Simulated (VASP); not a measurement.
BiAs (zincblende type), 2 atoms in the cell. It takes space group F-43m (No. 216, cubic). The conventional cell has a = 6.706 Å, b = 6.706 Å, c = 6.706 Å, α = 90.00°, β = 90.00°, γ = 90.00°. Within 3.8 Å of As (site symmetry -43m) lie 4 Bi at 2.90 Å. Within 3.8 Å of Bi (site symmetry -43m) lie 4 As at 2.90 Å. 

* Program: VASP 6.6.1
* Task: electric field gradients
* Functional: PBE
* Potentials or basis: VASP PAW PBE potentials, release 64 (As, Bi_d)
* Cutoff: 520 eV
* k mesh: 8 × 8 × 8
* Occupations: fermi-dirac, width 0.05 eV
* Spin: no spin polarisation
* Dipole correction: no
* Further INCAR settings: ALGO = Normal; EDIFF = 1e-08; NBANDS = 17

Potentials or basis: VASP PAW PBE potentials, release 64 (As, Bi_d).

The run is started by

```console
$ cat potpaw_PBE.64/As/POTCAR potpaw_PBE.64/Bi_d/POTCAR > POTCAR
$ mpirun -np 1 vasp_std > vasp.out
```

Hardware: 1 thread of AMD EPYC 9R45 96-Core Processor (Zen 5), with other jobs on the host.

Question: Estimate the wall time of this run.

Answer: Run time: 22 s on 1 thread of AMD EPYC 9R45 96-Core Processor (Zen 5), with other jobs on the host, peak memory 0.19 GiB. Counts: scf iterations 17, k points 29.
